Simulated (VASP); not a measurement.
Wanted: the native input for a VASP 6.6.1 run.

* Task: single point
* Functional: LDA
* Potentials or basis: VASP PAW LDA potentials, release 64 (Na_pv, Ti_sv, O)
* Cutoff: 520 eV
* k mesh: 6 × 6 × 6
* Occupations: methfessel-paxton, width 0.1 eV
* Spin: no spin polarisation
* Dipole correction: no
* Further INCAR settings: ALGO = Normal; EDIFF = 1e-07; NBANDS = 26

The structure of NaTiO3 lies in POSCAR:

```
NaTiO3
1.0
    3.7953654720      0.0000000000      0.0000000000
    0.0000000000      3.7953654720      0.0000000000
    0.0000000000      0.0000000000      3.7953654720
Na Ti O
1 1 3
Direct
    0.0000000000      0.0000000000      0.0000000000
    0.5000000000      0.5000000000      0.5000000000
    0.5000000000      0.5000000000      0.0000000000
    0.5000000000      0.0000000000      0.5000000000
    0.0000000000      0.5000000000      0.5000000000
```

The input as run:

INCAR

```
SYSTEM = NaTiO3
PREC = Accurate
ENCUT = 520
EDIFF = 1E-7
ISMEAR = 1
SIGMA = 0.1
LREAL = .False.
LASPH = .True.
NELM = 100
ALGO = Normal
ISIF = 2
LWAVE = .False.
LCHARG = .True.
LELF = .True.
LVHAR = .True.
NBANDS = 26
```

KPOINTS

```
regular mesh
0
Gamma
  6 6 6
  0 0 0
```

Potentials or basis: VASP PAW LDA potentials, release 64 (Na_pv, Ti_sv, O).

The run is started by

```bash
$ cat potpaw_LDA.64/Na_pv/POTCAR potpaw_LDA.64/Ti_sv/POTCAR potpaw_LDA.64/O/POTCAR > POTCAR
$ mpirun -np 1 vasp_std > vasp.out
```

Results of the run:

The pressure is 2.9 GPa.

Caveat: an odd number of electrons without spin polarisation forces a metal; a magnetic or distorted state may lie lower.

It took 14 s on 1 thread of Intel(R) Xeon(R) 6975P-C (Granite Rapids), on a shared host, peak memory 0.15 GiB.
